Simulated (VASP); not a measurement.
# Si7Ge (P1) in VASP: single point with PBEsol

Aim: the single point of Si7Ge with PBEsol.

Program: VASP 6.6.1. These are calculated values, not measurements. Logs are shortened: lines on timing, memory, paths and dates and some standing lists are left out, and cuts for length are marked.

## Step 1: The cell of the first run

The typed cell holds 8 atoms: a = 5.467 Å, b = 5.461 Å, c = 5.469 Å, α = 93.15°, β = 96.29°, γ = 89.91°.

## Step 2: Single point, PBEsol (engineering shear strain xz -0.1100, engineering shear strain yz -0.0550)

Input file INCAR:

```
SYSTEM = Si7Ge
PREC = Accurate
ENCUT = 500
EDIFF = 1E-6
ISMEAR = 0
SIGMA = 0.03
LREAL = .False.
LASPH = .True.
NELM = 120
ALGO = Normal
ISIF = 2
LWAVE = .False.
LCHARG = .False.
GGA = PS
NBANDS = 31
GGA_COMPAT = .False.
```

Input file KPOINTS:

```
regular mesh
0
Gamma
  6 6 6
  0 0 0
```

Input file POSCAR:

```
Si7Ge
1.0
    5.4589494008      0.0000000000     -0.3002422170
    0.0000000000      5.4589494008     -0.1501211085
   -0.3002422170     -0.1501211085      5.4589494008
Si Ge
7 1
Direct
    0.2525986838      0.2525986838      0.2525986838
    0.0000000000      0.5000000000      0.5000000000
    0.5000000000      0.5000000000      0.0000000000
    0.5000000000      0.0000000000      0.5000000000
    0.7474013162      0.2525986838      0.7474013162
    0.7474013162      0.7474013162      0.2525986838
    0.2525986838      0.7474013162      0.7474013162
    0.0000000000      0.0000000000      0.0000000000
```

Potentials or basis: VASP PAW PBE potentials, release 64 (Si, Ge_d).

Started as:

```console
$ cat potpaw_PBE.64/Si/POTCAR potpaw_PBE.64/Ge_d/POTCAR > POTCAR
$ mpirun -np 1 vasp_std > vasp.out
```

OUTCAR:

```text
SYSTEM = Si7Ge
   PREC = Accurate
   ENCUT = 500
   EDIFF = 1E-6
   ISMEAR = 0
   LREAL = .False.
   LASPH = .True.
   NELM = 120
   ISIF = 2
   GGA = PS

 ion  position               nearest neighbor table
   1  0.253  0.253  0.253-   8 2.26   4 2.32   2 2.40   3 2.49
   2  0.000  0.500  0.500-   7 2.23   6 2.31   1 2.40   5 2.49
   3  0.500  0.500  0.000-   6 2.23   7 2.31   5 2.40   1 2.49
   4  0.500  0.000  0.500-   5 2.23   1 2.32   6 2.40   7 2.48
   5  0.747  0.253  0.747-   4 2.23   8 2.35   3 2.40   2 2.49
   6  0.747  0.747  0.253-   3 2.23   2 2.31   4 2.40   8 2.52
   7  0.253  0.747  0.747-   2 2.23   3 2.31   8 2.43   4 2.48
   8  0.000  0.000  0.000-   1 2.26   5 2.35   7 2.43   6 2.52

  LATTYP: Found a triclinic cell.
 ALAT       =     5.4692604890
 B/A-ratio  =     0.9996232284
 C/A-ratio  =     0.9984920607
 COS(alpha) =     0.0015096468
 COS(beta)  =     0.0548755637
 COS(gamma) =     0.1096269336

  Lattice vectors:

 A1 = (  -0.3002422170,  -0.1501211085,   5.4589494008)
 A2 = (  -5.4589494008,   0.0000000000,   0.3002422170)
 A3 = (   0.0000000000,  -5.4589494008,   0.1501211085)

Analysis of symmetry for initial positions (statically):
=====================================================================
 Subroutine PRICEL returns:
 Original cell was already a primitive cell.

 Routine SETGRP: Setting up the symmetry group for a
 triclinic supercell.

 Subroutine GETGRP returns: Found  1 space group operations
 (whereof  1 operations were pure point group operations)
 out of a pool of  2 trial point group operations.

The static configuration has the point symmetry C_1 .

Analysis of symmetry for dynamics (positions and initial velocities):
=====================================================================
 Subroutine PRICEL returns:
 Original cell was already a primitive cell.

 Routine SETGRP: Setting up the symmetry group for a
 triclinic supercell.

 Subroutine GETGRP returns: Found  1 space group operations
 (whereof  1 operations were pure point group operations)
 out of a pool of  2 trial point group operations.

The dynamic configuration has the point symmetry C_1 .

 Subroutine INISYM returns: Found  1 space group operations
 (whereof  1 operations are pure point group operations),
 and found     1 'primitive' translations

----------------------------------------------------------------------------------------

                                     Primitive cell

  volume of cell :     162.0623

  direct lattice vectors                    reciprocal lattice vectors
     5.458949401  0.000000000 -0.300242217     0.183741670  0.000278120  0.010113440
     0.000000000  5.458949401 -0.150121108     0.000278120  0.183324491  0.005056720
    -0.300242217 -0.150121108  5.458949401     0.010113440  0.005056720  0.183880730

  length of vectors
     5.467199827  5.461013176  5.469260489     0.184020000  0.183394430  0.184228052

  position of ions in fractional coordinates (direct lattice)
     0.252598684  0.252598684  0.252598684
     0.000000000  0.500000000  0.500000000
     0.500000000  0.500000000  0.000000000
     0.500000000  0.000000000  0.500000000
     0.747401316  0.252598684  0.747401316
     0.747401316  0.747401316  0.252598684
     0.252598684  0.747401316  0.747401316
     0.000000000  0.000000000  0.000000000

  ion indices of the primitive-cell ions
   primitive index   ion index
                 1           1
                 2           2
                 3           3
                 4           4
                 5           5
                 6           6
                 7           7
                 8           8

----------------------------------------------------------------------------------------

 KPOINTS: regular mesh

Automatic generation of k-mesh.
 Grid dimensions read from file:
 generate k-points for:    6    6    6

 Generating k-lattice:

  Cartesian coordinates                     Fractional coordinates (reciprocal lattice)
     0.030623612  0.000046353  0.001685573     0.166666667  0.000000000  0.000000000
     0.000046353  0.030554082  0.000842787     0.000000000  0.166666667  0.000000000
     0.001685573  0.000842787  0.030646788     0.000000000  0.000000000  0.166666667

  Length of vectors
     0.030670000  0.030565738  0.030704675

  Shift w.r.t. Gamma in fractional coordinates (k-lattice)
     0.000000000  0.000000000  0.000000000

 Subroutine IBZKPT returns following result:
 ===========================================

 Found    112 irreducible k-points:

 Following reciprocal coordinates:
            Coordinates               Weight
  0.000000  0.000000  0.000000      1.000000
  0.166667 -0.000000  0.000000      2.000000
  0.333333 -0.000000  0.000000      2.000000
  0.500000 -0.000000 -0.000000      1.000000
  0.000000  0.166667 -0.000000      2.000000
  0.166667  0.166667  0.000000      2.000000
[... 16 lines left out ...]
  0.333333  0.000000  0.166667      2.000000
  0.500000 -0.000000  0.166667      2.000000
 [... further k-points ...]
   k-points           NKPTS =    112   k-points in BZ     NKDIM =    112   number of bands    NBANDS=     31
   number of dos      NEDOS =    301   number of ions     NIONS =      8
   total plane-waves  NPLWV =  64000
   dimension x,y,z NGX =    40 NGY =   40 NGZ =   40
   dimension x,y,z NGXF=    80 NGYF=   80 NGZF=   80
   ions per type =               7   1
   NGX,Y,Z   is equivalent  to a cutoff of  12.16, 12.18, 12.16 a.u.
   NGXF,Y,Z  is equivalent  to a cutoff of  24.33, 24.35, 24.32 a.u.
 SYSTEM =  Si7Ge
   PREC   = accura    normal or accurate (medium, high low for compatibility)
   ISTART =      0    job   : 0-new  1-cont  2-samecut
   ICHARG =      2    charge: 1-file 2-atom 10-const
   ISPIN  =      1    spin polarized calculation?
   LNONCOLLINEAR =      F non collinear calculations
   LSORBIT =      F    spin-orbit coupling
   LASPH  =      T    aspherical Exc in radial PAW
   ENCUT  =  500.0 eV  36.75 Ry    6.06 a.u.   9.97  9.96  9.97*2*pi/ulx,y,z
   NELM   =    120;   NELMIN=  2; NELMDL= -5     # of ELM steps
   EDIFF  = 0.1E-05   stopping-criterion for ELM
   LREAL  =      F    real-space projection
   EDIFFG = 0.1E-04   stopping-criterion for IOM
   NSW    =      0    number of steps for IOM
   IBRION =     -1    ionic relax: 0-MD 1-quasi-New 2-CG
   NFREE  =      0    steps in history (QN), initial steepest desc. (CG)
   ISIF   =      2    stress and relaxation
   ISYM   =      2    0-nonsym 1-usesym 2-fastsym
   POTIM  = 0.5000    time-step for ionic-motion
   TEBEG  =    0.0;   TEEND  =   0.0 temperature during run
   PSTRESS=    0.0 pullay stress
   NELECT =      42.0000    total number of electrons
   NUPDOWN=      -1.0000    fix difference up-down
   EMIN   =  10.00;   EMAX   =-10.00  energy-range for DOS
   EFERMI =   0.00;   METHOD = LEGACY
   ISMEAR =     0;   SIGMA  =   0.03  broadening in eV -4-tet -1-fermi 0-gaus
   EFERMI_NEDOS =   21; number of points for ismear=-14 and -15
   IALGO  =     38    algorithm
   IMIX   =      4    mixing-type and parameters
     AMIX     =   0.40;   BMIX     =  1.00
     AMIX_MAG =   1.60;   BMIX_MAG =  1.00
  volume/ion in A,a.u.               =      20.26       136.71
  Fermi-wavevector in a.u.,A,eV,Ry     =   1.043752  1.972405 14.822433  1.089418
  Thomas-Fermi vector in A             =   2.178475
   LORBIT       =      0    0 simple, 1 ext, 2 COOP (PROOUT), +10 PAW based schemes
   GGA     = PS    functional components
   LHFCALC =     F    Hartree Fock is set to
   AEXX    =    0.0000 exact exchange contribution
   IVDW    =     0    specifies the selected vdW correction
   LEPSILON=     F    determine dielectric tensor
   LRPA    =     F    only Hartree local field effects (RPA)
 non-spin polarized calculation
 Gauss-broadening in eV      SIGMA  =   0.03
  energy-cutoff  :      500.00
  volume of cell :      162.06
 maximum number of plane-waves:      4138
   NGX = 19   NGY = 19   NGZ = 19

 number of electron      41.9999984 magnetization

 Free energy of the ion-electron system (eV)
  ---------------------------------------------------
  ext. energy  EPLUGINS =         0.00000000
  ---------------------------------------------------
  free energy    TOTEN  =       -44.33997010 eV

  energy without entropy =      -44.33994403  energy(sigma->0) =      -44.33995706

 E-fermi :   5.7831     XC(G=0):  -9.6529

 val. band max:        5.7353539004   @ k =  -0.1667   0.0000   0.1667
 cond. band min:       5.8308289331   @ k =   0.0000   0.1667  -0.0000
 fundamental gap:      0.0954750326
 Fermi energy:         5.7830723844

 k-point     1 :       0.0000    0.0000    0.0000
  band No.  band energies     occupation
      1     -18.4463      2.00000
      2     -18.4360      2.00000
      3     -18.4329      2.00000
      4     -18.4085      2.00000
      5     -18.4081      2.00000
      6      -6.4756      2.00000
[... 23 lines left out ...]
     30       8.7774      0.00000
     31       9.9278      0.00000

 k-point     2 :       0.1667   -0.0000    0.0000
  band No.  band energies     occupation
      1     -18.4464      2.00000
      2     -18.4360      2.00000
      3     -18.4329      2.00000
      4     -18.4085      2.00000
      5     -18.4081      2.00000
      6      -6.3548      2.00000
[... 23 lines left out ...]
     30       9.0711      0.00000
     31      10.3261      0.00000

 k-point     3 :       0.3333   -0.0000    0.0000
  band No.  band energies     occupation
      1     -18.4464      2.00000
      2     -18.4361      2.00000
      3     -18.4330      2.00000
      4     -18.4085      2.00000
      5     -18.4081      2.00000
      6      -5.9958      2.00000
[... 23 lines left out ...]
     30       9.9302      0.00000
     31      10.7265      0.00000

 k-point     4 :       0.5000   -0.0000   -0.0000
  band No.  band energies     occupation
      1     -18.4464      2.00000
      2     -18.4361      2.00000
      3     -18.4330      2.00000
      4     -18.4085      2.00000
      5     -18.4081      2.00000
      6      -5.4963      2.00000
[... 23 lines left out ...]
     30      10.2297      0.00000
     31      10.2763      0.00000

 k-point     5 :       0.0000    0.1667   -0.0000
  band No.  band energies     occupation
      1     -18.4464      2.00000
      2     -18.4360      2.00000
      3     -18.4330      2.00000
      4     -18.4085      2.00000
      5     -18.4081      2.00000
      6      -6.3566      2.00000
[... 23 lines left out ...]
     30       9.2147      0.00000
     31      10.1276      0.00000
[... 542 lines left out ...]
     30       9.0029      0.00000
     31      10.3772      0.00000

 k-point    22 :       0.1667   -0.0000    0.1667
  band No.  band energies     occupation
      1     -18.4464      2.00000
      2     -18.4361      2.00000
      3     -18.4330      2.00000
      4     -18.4085      2.00000
      5     -18.4081      2.00000
      6      -6.1987      2.00000
[... 23 lines left out ...]
     30       9.2081      0.00000
     31      11.2585      0.00000

 k-point    23 :       0.3333    0.0000    0.1667
  band No.  band energies     occupation
      1     -18.4464      2.00000
      2     -18.4361      2.00000
      3     -18.4330      2.00000
      4     -18.4085      2.00000
      5     -18.4081      2.00000
      6      -5.8084      2.00000
[... 23 lines left out ...]
     30      10.7018      0.00000
     31      10.9273      0.00000

 k-point    24 :       0.5000   -0.0000    0.1667
  band No.  band energies     occupation
      1     -18.4464      2.00000
      2     -18.4361      2.00000
      3     -18.4330      2.00000
      4     -18.4085      2.00000
      5     -18.4081      2.00000
      6      -5.4342      2.00000
[... 23 lines left out ...]
     30      10.2182      0.00000
     31      10.2411      0.00000

 [... further k-points ...]
[... 5 lines left out ...]
  --------------------------------------------------------------------------------------
  -------------------------------------------------------------------------------------
  Total        1.9340500      1.6024826      2.0279287      1.3350641      5.7867984     11.4018795
  in kB       19.1203731     15.8424368     20.0484752     13.1986883     57.2093506    112.7210719
  external PRESSURE =      18.3370951 kB  Pullay stress =       0.0000000 kB

 VOLUME and BASIS-vectors are now :
 -----------------------------------------------------------------------------
  energy-cutoff  :      500.00
  volume of cell :      162.06
      direct lattice vectors                 reciprocal lattice vectors
     5.458949401  0.000000000 -0.300242217     0.183741670  0.000278120  0.010113440
     0.000000000  5.458949401 -0.150121108     0.000278120  0.183324491  0.005056720
    -0.300242217 -0.150121108  5.458949401     0.010113440  0.005056720  0.183880730

 POSITION                                       TOTAL-FORCE (eV/Angst)
 -----------------------------------------------------------------------------------
      1.30308      1.34100      1.26516         0.588325      1.124736      0.315894
     -0.15012      2.65441      2.65441        -0.572904     -1.124028     -0.289080
      2.72947      2.72947     -0.22518        -0.575103     -1.124261     -0.319343
      2.57935     -0.07506      2.57935        -0.574297     -1.110607     -0.288969
      3.85562      1.26672      3.81770         0.563240      1.126165      0.284902
      4.00419      4.04211      1.04232         0.575057      1.133618      0.308118
      1.15452      3.96783      3.89198         0.586303      1.126151      0.289489
      0.00000      0.00000      0.00000        -0.590620     -1.151774     -0.301012
 -----------------------------------------------------------------------------------
    total drift:                               -0.000031     -0.000416     -0.000135

  FREE ENERGIE OF THE ION-ELECTRON SYSTEM (eV)
  ---------------------------------------------------
  free  energy   TOTEN  =       -44.3399700984 eV

  energy  without entropy=      -44.3399440255  energy(sigma->0) =      -44.33995706
```

It took 4.9 min on 1 thread of Intel Xeon Platinum 8375C at 2.90GHz (Ice Lake), shared host; peak memory 0.54 GiB.

Results:

* Free energy: -44.3400 eV
* Pressure: 1.8 GPa
* Largest force: 1.329 eV/Å
* Band gap on the k mesh: 0.10 eV (least direct gap 0.13 eV)

Forces on the atoms (eV/Å):
```
Si   0.588  1.125  0.316
Si  -0.573 -1.124 -0.289
Si  -0.575 -1.124 -0.319
Si  -0.574 -1.111 -0.289
Si   0.563  1.126  0.285
Si   0.575  1.134  0.308
Si   0.586  1.126  0.289
Ge  -0.591 -1.152 -0.301
```

Stress tensor (GPa, compression positive):
```
 1.91  1.32 11.27
 1.32  1.58  5.72
11.27  5.72  2.00
```

Levels at points of the mesh, in eV from the valence-band top:
```
           k point  band 17  band 18  band 19  band 20  band 21  band 22  band 23  band 24  band 25  band 26
(0.00, 0.00, 0.00)    -2.63    -2.31    -0.24    -0.09    -0.02     0.11     0.27     0.52     0.63     0.91
(0.50, 0.00, 0.00)    -3.54    -2.30    -2.20    -1.80    -1.68     0.96     1.13     2.95     2.99     3.39
(0.00, 0.50, 0.00)    -3.66    -2.50    -2.40    -1.50    -1.36     0.94     1.11     3.04     3.14     3.78
(0.50, 0.50, 0.00)    -3.77    -1.52    -1.38    -1.36    -1.28     2.04     2.13     2.16     2.37     4.12
(0.00, 0.00, 0.50)    -3.50    -2.07    -2.06    -1.97    -1.94     0.96     1.13     2.92     2.93     3.41
(0.50, 0.00, 0.50)    -3.73    -1.66    -1.55    -1.13    -0.98     1.85     1.97     2.63     2.85     4.04
(0.00, 0.50, 0.50)    -3.77    -1.58    -1.45    -1.29    -1.17     1.94     2.06     2.34     2.54     4.04
(0.50, 0.50, 0.50)    -1.29    -1.13    -1.07    -0.86    -0.80     0.48     0.98     1.40     2.00     2.65
```

Caveat: the cell differs from its parent crystal (engineering shear strain xz -0.1100, engineering shear strain yz -0.0550); the PAW data sets were made with another functional, which shifts forces and pressure a little. A k mesh can miss the band edges.
